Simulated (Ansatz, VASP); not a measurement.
## Sb: VASP beside Ansatz

```
CELL_PARAMETERS angstrom
-1.48466 1.48466 2.44648
1.48466 -1.48466 2.44648
1.48466 1.48466 -2.44648
ATOMIC_POSITIONS crystal
Sb 0.00000 0.00000 0.00000
```

Alike in both runs: task electric field gradients; functional LDA; k mesh 19 × 19 × 19; occupations gaussian, width 0.15 eV; no spin polarisation.

```csv
,VASP,Ansatz
version,VASP 6.6.1,Ansatz 0.2.0
potentials or method,"VASP PAW LDA potentials, release 64 (Sb)","PAW with Ansatz's default frozen-core files, scalar-relativistic"
plane-wave cutoff (eV),520,420
valence electrons in the cell,5,15
```

VASP gave:

| Quantity | Value |
| --- | --- |
| gap on the k mesh at the Fermi level (eV) | none |
| pressure (GPa) | 19.6 |
| traceless stress, the component that is largest in VASP (GPa) | -1.63 |

Estimate Ansatz's values.

gap on the k mesh at the Fermi level (eV): none; pressure (GPa): 19.0; traceless stress, the component that is largest in VASP (GPa): -1.49.

LDA's correlation is that of Perdew and Zunger in VASP and of Perdew and Wang (1992) in Ansatz. A gap of «none» marks a metal or a gap that the smearing closes. VASP's potentials hold 5 valence electrons a cell and Ansatz's 15, so a difference there can come from the potentials and not from the codes.

Neither program's run includes spin-orbit coupling.
